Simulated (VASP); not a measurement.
**Ru: single point with r2SCAN**

Crystal: Ru.

```
Ru
1.0
     2.70947    0.00000    0.00000
    -1.35474    2.34647    0.00000
     0.00000    0.00000    4.24986
Ru
2
Direct
  0.33333 0.66667 0.25000
  0.66667 0.33333 0.75000
```

```yaml
Program: VASP 6.6.1
Task: single point
Functional: r2SCAN
Potentials_or_basis: VASP PAW PBE potentials, release 64 (Ru_pv)
Cutoff: 520 eV
k_mesh: 10 × 10 × 6
Occupations: fermi-dirac, width 0.1 eV
Spin: no spin polarisation
Dipole_correction: no
Further_INCAR_settings: ALGO = Normal; EDIFF = 1e-06; NBANDS = 21
```

The pressure is 1.5 GPa and the band gap on the k mesh is zero (band 14 reaches 14.46 eV, above the bottom of band 15 at 11.10 eV).

Stress tensor (GPa, compression positive):
```
1.45 0.00 0.00
0.00 1.45 0.00
0.00 0.00 1.62
```

Levels at points of the mesh, in eV from the Fermi level:
```csv
k point,band 10,band 11,band 12,band 13,band 14,band 15,band 16,band 17,band 18,band 19
"(0.00, 0.00, 0.00)",-2.74,-2.45,-2.00,-2.00,-1.55,-1.55,1.23,1.23,1.46,8.40
"(0.50, 0.00, 0.00)",-3.25,-2.15,-1.91,-1.54,1.43,1.89,2.03,4.24,6.42,8.40
"(0.00, 0.00, 0.50)",-2.94,-2.94,-2.94,-2.79,-2.79,0.57,0.57,0.57,0.57,8.40
"(0.50, 0.00, 0.50)",-4.75,-1.16,-1.16,0.46,0.46,1.71,1.71,3.55,3.55,8.40
```

Wall time 40 s on 1 thread of Intel(R) Xeon(R) 6975P-C (Granite Rapids) (shared host), peak memory 0.15 GiB.

Caveat: the PAW data sets were made with another functional, which shifts forces and pressure a little.
